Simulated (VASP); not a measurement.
# W12Cl in VASP: notebook

The runs below take W12Cl through single point, relaxation of the atoms, with PBE.

All numbers are computed with VASP 6.6.1; they aren't measurements. Logs are shortened: lines on timing, memory, paths and dates and some standing lists are left out, and cuts for length are marked.

### Step 1. The cell of the first run

The cell holds a slab with vacuum, 13 atoms: a = 5.514 Å, b = 5.514 Å, c = 19.856 Å, α = 90.00°, β = 90.00°, γ = 109.47°.

### Step 2. Single point, PBE

File INCAR:

```
PREC = Accurate
ENCUT = 520
EDIFF = 1E-6
ISMEAR = 0
SIGMA = 0.1
LREAL = F
LASPH = T
NELM = 60
ALGO = Normal
ISIF = 2
LWAVE = F
LCHARG = F
LDIPOL = T
IDIPOL = 3
DIPOL = 0.5 0.5 0.327
GGA = PE
NBANDS = 100
```

File KPOINTS:

```
Automatic mesh
0
Gamma
  5 5 1
```

File POSCAR:

```
W12Cl
1.0
    5.5143287209      0.0000000000      0.0000000000
   -1.8381095736      5.1989589763      0.0000000000
    0.0000000000      0.0000000000     19.8562160851
W Cl
12 1
Direct
    0.2500000000      0.2500000000      0.2014482509
    0.2500000000      0.7500000000      0.2014482509
    0.7500000000      0.2500000000      0.2014482509
    0.7500000000      0.7500000000      0.2014482509
    0.0000000000      0.0000000000      0.3111437105
    0.0000000000      0.5000000000      0.3111437105
    0.5000000000      0.0000000000      0.3111437105
    0.5000000000      0.5000000000      0.3111437105
    0.2500000000      0.2500000000      0.4208362786
    0.2500000000      0.7500000000      0.4208362786
    0.7500000000      0.2500000000      0.4208362786
    0.7500000000      0.7500000000      0.4208362786
    0.4166666667      0.5833333333      0.5188658107
```

Potentials or basis: VASP PAW PBE potentials, release 64 (W_sv, Cl).

Started as:

```
> cat potpaw_PBE.64/W_sv/POTCAR potpaw_PBE.64/Cl/POTCAR > POTCAR
> mpirun -np 1 vasp_std > vasp.out
```

OUTCAR:

```text
PREC = Accurate
   ENCUT = 520
   EDIFF = 1E-6
   ISMEAR = 0
   LREAL = F
   LASPH = T
   NELM = 60
   ISIF = 2
   GGA = PE

 ion  position               nearest neighbor table
   1  0.250  0.250  0.201-   5 2.70   8 2.70   2 2.76   2 2.76   3 2.76   3 2.76   7 3.13   6 3.13
                             4 3.18   4 3.18
   2  0.250  0.750  0.201-   6 2.70   7 2.70   1 2.76   1 2.76   4 2.76   4 2.76   5 3.13   8 3.13
                             3 3.18   3 3.18
   3  0.750  0.250  0.201-   6 2.70   7 2.70   4 2.76   4 2.76   1 2.76   1 2.76   5 3.13   8 3.13
                             2 3.18   2 3.18
   4  0.750  0.750  0.201-   5 2.70   8 2.70   3 2.76   3 2.76   2 2.76   2 2.76   7 3.13   6 3.13
                             1 3.18   1 3.18
   5  0.000  0.000  0.311-   9 2.70  12 2.70   1 2.70   4 2.70   6 2.76   6 2.76   7 2.76   7 2.76
                            11 3.13  10 3.13   3 3.13   2 3.13   8 3.18   8 3.18
   6  0.000  0.500  0.311-  10 2.70  11 2.70   2 2.70   3 2.70   5 2.76   5 2.76   8 2.76   8 2.76
                             9 3.13  12 3.13   1 3.13   4 3.13   7 3.18   7 3.18
   7  0.500  0.000  0.311-  10 2.70  11 2.70   2 2.70   3 2.70   8 2.76   8 2.76   5 2.76   5 2.76
                             9 3.13  12 3.13   1 3.13   4 3.13   6 3.18   6 3.18
   8  0.500  0.500  0.311-   9 2.70  12 2.70   1 2.70   4 2.70   7 2.76   7 2.76   6 2.76   6 2.76
                            11 3.13  10 3.13   3 3.13   2 3.13   5 3.18   5 3.18
   9  0.250  0.250  0.421-  13 2.62   8 2.70   5 2.70  10 2.76  10 2.76  11 2.76  11 2.76   6 3.13
                             7 3.13  12 3.18  12 3.18
  10  0.250  0.750  0.421-  13 2.46   7 2.70   6 2.70   9 2.76   9 2.76  12 2.76  12 2.76   8 3.13
                             5 3.13  11 3.18  11 3.18
  11  0.750  0.250  0.421-   6 2.70   7 2.70  12 2.76  12 2.76   9 2.76   9 2.76   5 3.13   8 3.13
                            10 3.18  10 3.18
  12  0.750  0.750  0.421-  13 2.62   8 2.70   5 2.70  11 2.76  11 2.76  10 2.76  10 2.76   6 3.13
                             7 3.13   9 3.18   9 3.18
  13  0.417  0.583  0.519-  10 2.46   9 2.62  12 2.62

  LATTYP: Found a base centered orthorhombic cell.
 ALAT       =     6.3673983428
 B/A-ratio  =     1.4142135624
 C/A-ratio  =     3.1184190176

  Lattice vectors:

 A1 = (   5.5143287209,   0.0000000000,   0.0000000000)
 A2 = (  -1.8381095736,   5.1989589763,   0.0000000000)
 A3 = (   0.0000000000,   0.0000000000,  19.8562160851)

Analysis of symmetry for initial positions (statically):
=====================================================================
 Subroutine PRICEL returns:
 Original cell was already a primitive cell.

 Routine SETGRP: Setting up the symmetry group for a
 base centered orthorhombic supercell.

 Subroutine GETGRP returns: Found  2 space group operations
 (whereof  2 operations were pure point group operations)
 out of a pool of  8 trial point group operations.

The static configuration has the point symmetry C_1h.

Analysis of symmetry for dynamics (positions and initial velocities):
=====================================================================
 Subroutine PRICEL returns:
 Original cell was already a primitive cell.

 Routine SETGRP: Setting up the symmetry group for a
 base centered orthorhombic supercell.

 Subroutine GETGRP returns: Found  2 space group operations
 (whereof  2 operations were pure point group operations)
 out of a pool of  8 trial point group operations.

The dynamic configuration has the point symmetry C_1h.

 Subroutine INISYM returns: Found  2 space group operations
 (whereof  2 operations are pure point group operations),
 and found     1 'primitive' translations

----------------------------------------------------------------------------------------

                                     Primitive cell

  volume of cell :     569.2533

  direct lattice vectors                    reciprocal lattice vectors
     5.514328721  0.000000000  0.000000000     0.181345736  0.064115400  0.000000000
    -1.838109574  5.198958976  0.000000000     0.000000000  0.192346199  0.000000000
     0.000000000  0.000000000 19.856216085     0.000000000  0.000000000  0.050362063

  length of vectors
     5.514328721  5.514328721 19.856216085     0.192346199  0.192346199  0.050362063

  position of ions in fractional coordinates (direct lattice)
     0.250000000  0.250000000  0.201448251
     0.250000000  0.750000000  0.201448251
[... 42 lines left out ...]

  Length of vectors
     0.038469240  0.038469240  0.050362063

  Shift w.r.t. Gamma in fractional coordinates (k-lattice)
     0.000000000  0.000000000  0.000000000

 Subroutine IBZKPT returns following result:
 ===========================================

 Found      9 irreducible k-points:

 Following reciprocal coordinates:
            Coordinates               Weight
  0.000000  0.000000  0.000000      1.000000
  0.200000  0.000000  0.000000      4.000000
  0.400000  0.000000  0.000000      4.000000
  0.200000  0.200000  0.000000      2.000000
  0.400000  0.200000  0.000000      4.000000
 -0.400000  0.200000  0.000000      4.000000
 -0.200000  0.200000  0.000000      2.000000
  0.400000  0.400000  0.000000      2.000000
 -0.400000  0.400000  0.000000      2.000000
   k-points           NKPTS =      9   k-points in BZ     NKDIM =      9   number of bands    NBANDS=    100
   number of dos      NEDOS =    301   number of ions     NIONS =     13
   total plane-waves  NPLWV = 264600
   dimension x,y,z NGX =    42 NGY =   42 NGZ =  150
   dimension x,y,z NGXF=    84 NGYF=   84 NGZF=  300
   ions per type =              12   1
   NGX,Y,Z   is equivalent  to a cutoff of  12.66, 12.66, 12.56 a.u.
   NGXF,Y,Z  is equivalent  to a cutoff of  25.32, 25.32, 25.12 a.u.
 SYSTEM =  unknown system
   PREC   = accura    normal or accurate (medium, high low for compatibility)
   ISTART =      0    job   : 0-new  1-cont  2-samecut
   ICHARG =      2    charge: 1-file 2-atom 10-const
   ISPIN  =      1    spin polarized calculation?
   LNONCOLLINEAR =      F non collinear calculations
   LSORBIT =      F    spin-orbit coupling
   LASPH  =      T    aspherical Exc in radial PAW
   ENCUT  =  520.0 eV  38.22 Ry    6.18 a.u.  10.25 10.25 36.92*2*pi/ulx,y,z
   NELM   =     60;   NELMIN=  2; NELMDL= -5     # of ELM steps
   EDIFF  = 0.1E-05   stopping-criterion for ELM
   LREAL  =      F    real-space projection
[... 7 lines left out ...]
   TEBEG  =    0.0;   TEEND  =   0.0 temperature during run
   PSTRESS=    0.0 pullay stress
   NELECT =     175.0000    total number of electrons
   NUPDOWN=      -1.0000    fix difference up-down
   EMIN   =  10.00;   EMAX   =-10.00  energy-range for DOS
   EFERMI =   0.00;   METHOD = LEGACY
   ISMEAR =     0;   SIGMA  =   0.10  broadening in eV -4-tet -1-fermi 0-gaus
   EFERMI_NEDOS =   21; number of points for ismear=-14 and -15
   IALGO  =     38    algorithm
   IMIX   =      4    mixing-type and parameters
     AMIX     =   0.40;   BMIX     =  1.00
     AMIX_MAG =   1.60;   BMIX_MAG =  1.00
  volume/ion in A,a.u.               =      43.79       295.50
  Fermi-wavevector in a.u.,A,eV,Ry     =   1.104890  2.087939 16.609743  1.220782
  Thomas-Fermi vector in A             =   2.241369
   LORBIT       =      0    0 simple, 1 ext, 2 COOP (PROOUT), +10 PAW based schemes
   GGA     = PE    functional components
   LHFCALC =     F    Hartree Fock is set to
   AEXX    =    0.0000 exact exchange contribution
   IVDW    =     0    specifies the selected vdW correction
   LEPSILON=     F    determine dielectric tensor
   LRPA    =     F    only Hartree local field effects (RPA)
 non-spin polarized calculation
 Gauss-broadening in eV      SIGMA  =   0.10
  energy-cutoff  :      520.00
  volume of cell :      569.25
 maximum number of plane-waves:     15340
 NGX is ok and might be reduce to    42
   NGX = 21   NGY = 21   NGZ = 73

 dipolmoment           0.000000      0.000000      1.370939 electrons x Angstroem

 number of electron     175.0000028 magnetization

 dipolmoment           0.000000      0.000000     -0.065196 electrons x Angstroem

 Free energy of the ion-electron system (eV)
  ---------------------------------------------------
  ext. energy  EPLUGINS =         0.00000000
  ---------------------------------------------------
  free energy    TOTEN  =      -147.72726648 eV

  energy without entropy =     -147.65894691  energy(sigma->0) =     -147.69310669

 E-fermi :   1.0971     XC(G=0):  -5.8940

 val. band max:        1.0949242137   @ k =  -0.4000   0.4000   0.0000
 cond. band min:       1.1068436613   @ k =  -0.4000   0.2000   0.0000
 fundamental gap:      0.0119194476
 Fermi energy:         1.0971477485

 k-point     1 :       0.0000    0.0000    0.0000
  band No.  band energies     occupation
      1     -73.0395      2.00000
      2     -72.9525      2.00000
      3     -72.9507      2.00000
      4     -72.9313      2.00000
      5     -72.9169      2.00000
      6     -72.8937      2.00000
[... 907 lines left out ...]
     98       2.3590      0.00000
     99       2.4509      0.00000
 [bands above 99 left out]

------------------------ aborting loop because EDIFF is reached ----------------------------------------

 vacuum level on the upper side and lower side of the slab       (xc-potential included)        -0.328         0.076

  FORCE on cell =-STRESS in cart. coord.  units (eV):
  Direction    XX          YY          ZZ          XY          YZ          ZX
  --------------------------------------------------------------------------------------
  -------------------------------------------------------------------------------------
  Total       -9.7434208    -12.7130999      1.7366889     -4.1997604     -0.3891305      0.5503134
  in kB      -27.4230976    -35.7813324      4.8879535    -11.8203290     -1.0952175      1.5488705
  external PRESSURE =     -19.4388255 kB  Pullay stress =       0.0000000 kB

 VOLUME and BASIS-vectors are now :
 -----------------------------------------------------------------------------
  energy-cutoff  :      520.00
  volume of cell :      569.25
      direct lattice vectors                 reciprocal lattice vectors
     5.514328721  0.000000000  0.000000000     0.181345736  0.064115400  0.000000000
    -1.838109574  5.198958976  0.000000000     0.000000000  0.192346199  0.000000000
     0.000000000  0.000000000 19.856216085     0.000000000  0.000000000  0.050362063

 POSITION                                       TOTAL-FORCE (eV/Angst)
 -----------------------------------------------------------------------------------
      0.91905      1.29974      4.00000        -0.097587     -0.034203      0.087876
      0.00000      3.89922      4.00000         0.023104     -0.016337     -0.085834
      3.67622      1.29974      4.00000        -0.033412      0.023626     -0.246288
      2.75716      3.89922      4.00000        -0.000282      0.103407      0.087876
      0.00000      0.00000      6.17814         0.122264     -0.086454     -0.425290
     -0.91905      2.59948      6.17814        -0.049345      0.082430      0.075504
      2.75716      0.00000      6.17814        -0.094164      0.019046      0.075504
      1.83811      2.59948      6.17814         0.028460     -0.020124     -0.258973
      0.91905      1.29974      8.35622         0.280899     -0.393238      0.361444
      0.00000      3.89922      8.35622        -0.853875      0.603781      0.406720
      3.67622      1.29974      8.35622         0.160708     -0.113638     -0.467241
      2.75716      3.89922      8.35622         0.464381     -0.133754      0.361444
      1.22541      3.03273     10.30271         0.048849     -0.034541      0.027255
 -----------------------------------------------------------------------------------
    total drift:                                0.000017     -0.000013      0.000906

  FREE ENERGIE OF THE ION-ELECTRON SYSTEM (eV)
  ---------------------------------------------------
  free  energy   TOTEN  =      -147.7272664765 eV

  energy  without entropy=     -147.6589469097  energy(sigma->0) =     -147.69310669

 vacuum level on the upper side and lower side of the slab         5.467         5.878
```

Run time: 15 min. Hardware: 1 thread of Intel Xeon 6975P-C (Granite Rapids), shared host; peak memory 0.76 GiB.

What came out:

| Property | Result |
| --- | --- |
| Free energy | -147.7273 eV |
| Largest force | 1.122 eV/Å |
| Band gap on the k mesh | zero (an odd number of electrons rules out a gap without spin polarisation) |

Forces on the atoms (eV/Å):
```
W   -0.098 -0.034  0.088
W    0.023 -0.016 -0.086
W   -0.033  0.024 -0.246
W    0.000  0.103  0.088
W    0.122 -0.086 -0.425
W   -0.049  0.082  0.076
W   -0.094  0.019  0.076
W    0.028 -0.020 -0.259
W    0.281 -0.393  0.361
W   -0.854  0.604  0.407
W    0.161 -0.114 -0.467
W    0.464 -0.134  0.361
Cl   0.049 -0.035  0.027
```

Caveat: spin-orbit coupling is left out, which moves the levels of the heavy elements; an odd number of electrons without spin polarisation forces a metal; a magnetic or distorted state may lie lower.

### Step 3. Single point, PBE

File INCAR:

```
SYSTEM = W12Cl
PREC = Accurate
ENCUT = 520
EDIFF = 1E-7
ISMEAR = 0
SIGMA = 0.1
LREAL = .FALSE.
LASPH = .TRUE.
NELM = 100
ALGO = Normal
ISIF = 2
LWAVE = .FALSE.
LCHARG = .FALSE.
LDIPOL = .TRUE.
IDIPOL = 3
DIPOL = 0.5 0.5 0.328
GGA = PE
NBANDS = 100
```

File KPOINTS:

```
Automatic mesh
0
G
  5 5 1
  0 0 0
```

Edit POSCAR of step 2 so:

```diff
@@ -20,2 +20,2 @@
     0.7500000000      0.7500000000      0.4208362786
-    0.4166666667      0.5833333333      0.5188658107
+    0.3333333333      0.6666666667      0.5341418063
```

Potentials or basis: VASP PAW PBE potentials, release 64 (W_sv, Cl).

Started as:

```
> cat potpaw_PBE.64/W_sv/POTCAR potpaw_PBE.64/Cl/POTCAR > POTCAR
> mpirun -np 1 vasp_std > vasp.out
```

OUTCAR:

```text
SYSTEM = W12Cl
   PREC = Accurate
   ENCUT = 520
   EDIFF = 1E-7
   ISMEAR = 0
   LREAL = .FALSE.
   LASPH = .TRUE.
   NELM = 100
   ISIF = 2
   GGA = PE

 ion  position               nearest neighbor table
   1  0.250  0.250  0.201-   5 2.70   8 2.70   2 2.76   2 2.76   3 2.76   3 2.76   7 3.13   6 3.13
                             4 3.18   4 3.18
   2  0.250  0.750  0.201-   6 2.70   7 2.70   1 2.76   1 2.76   4 2.76   4 2.76   5 3.13   8 3.13
                             3 3.18   3 3.18
   3  0.750  0.250  0.201-   6 2.70   7 2.70   4 2.76   4 2.76   1 2.76   1 2.76   5 3.13   8 3.13
                             2 3.18   2 3.18
   4  0.750  0.750  0.201-   5 2.70   8 2.70   3 2.76   3 2.76   2 2.76   2 2.76   7 3.13   6 3.13
                             1 3.18   1 3.18
[... 1159 lines left out ...]
     0.000000000  0.000000000 19.856216085     0.000000000  0.000000000  0.050362063

 POSITION                                       TOTAL-FORCE (eV/Angst)
 -----------------------------------------------------------------------------------
      0.91905      1.29974      4.00000        -0.037569     -0.000887     -0.053170
      0.00000      3.89922      4.00000        -0.002352      0.001663      0.016318
      3.67622      1.29974      4.00000         0.049775     -0.035196     -0.080603
      2.75716      3.89922      4.00000        -0.011687      0.035716     -0.053170
      0.00000      0.00000      6.17814         0.091392     -0.064624      0.037537
     -0.91905      2.59948      6.17814        -0.224041     -0.062148     -0.183803
      2.75716      0.00000      6.17814        -0.016086      0.231944     -0.183803
      1.83811      2.59948      6.17814        -0.017284      0.012222     -0.031228
      0.91905      1.29974      8.35622         0.220670     -0.131389      0.079459
      0.00000      3.89922      8.35622        -0.695246      0.491613      0.902323
      3.67622      1.29974      8.35622        -0.049000      0.034649     -0.558552
      2.75716      3.89922      8.35622         0.197431     -0.164253      0.079459
      0.61270      3.46597     10.60604         0.493997     -0.349309      0.029233
 -----------------------------------------------------------------------------------
    total drift:                                0.000027     -0.000019      0.000950

  FREE ENERGIE OF THE ION-ELECTRON SYSTEM (eV)
  ---------------------------------------------------
  free  energy   TOTEN  =      -147.3020109778 eV

  energy  without entropy=     -147.2388709372  energy(sigma->0) =     -147.27044096

 vacuum level on the upper side and lower side of the slab         5.912         5.704
```

OSZICAR:

```text
N       E                     dE             d eps       ncg     rms          rms(c)
DAV:   1     0.226551222340E+04    0.22655E+04   -0.10780E+05  2256   0.168E+03
DAV:   2    -0.396583658726E+02   -0.23052E+04   -0.22684E+04  2036   0.527E+02
DAV:   3    -0.150617956852E+03   -0.11096E+03   -0.10698E+03  2248   0.112E+02
[... 25 lines left out ...]
DAV:  29    -0.147302010126E+03   -0.31340E-05   -0.16356E-07  1236   0.839E-04    0.316E-04
DAV:  30    -0.147302010584E+03   -0.45762E-06   -0.36896E-08  1188   0.473E-04    0.211E-04
DAV:  31    -0.147302010793E+03   -0.20964E-06   -0.15996E-08  1104   0.297E-04    0.126E-04
DAV:  32    -0.147302010943E+03   -0.14915E-06   -0.13526E-08  1124   0.209E-04    0.683E-05
DAV:  33    -0.147302010978E+03   -0.35299E-07   -0.37849E-09  1040   0.141E-04
   1 F= -.14730201E+03 E0= -.14727044E+03  d E =-.631400E-01
```

Run time: 18 min. Hardware: 1 thread of Intel Xeon 6975P-C (Granite Rapids), shared host; peak memory 0.75 GiB.

What came out:

```
Free energy            : -147.3020 eV
Largest force          : 1.241 eV/Å
Band gap on the k mesh : zero (an odd number of electrons rules out a gap without spin polarisation)
```

Forces on the atoms (eV/Å):
```
W   -0.038 -0.001 -0.053
W   -0.002  0.002  0.016
W    0.050 -0.035 -0.081
W   -0.012  0.036 -0.053
W    0.091 -0.065  0.038
W   -0.224 -0.062 -0.184
W   -0.016  0.232 -0.184
W   -0.017  0.012 -0.031
W    0.221 -0.131  0.079
W   -0.695  0.492  0.902
W   -0.049  0.035 -0.559
W    0.197 -0.164  0.079
Cl   0.494 -0.349  0.029
```

Caveat: spin-orbit coupling is left out, which moves the levels of the heavy elements; an odd number of electrons without spin polarisation forces a metal; a magnetic or distorted state may lie lower.

[end of part 1 of 2]
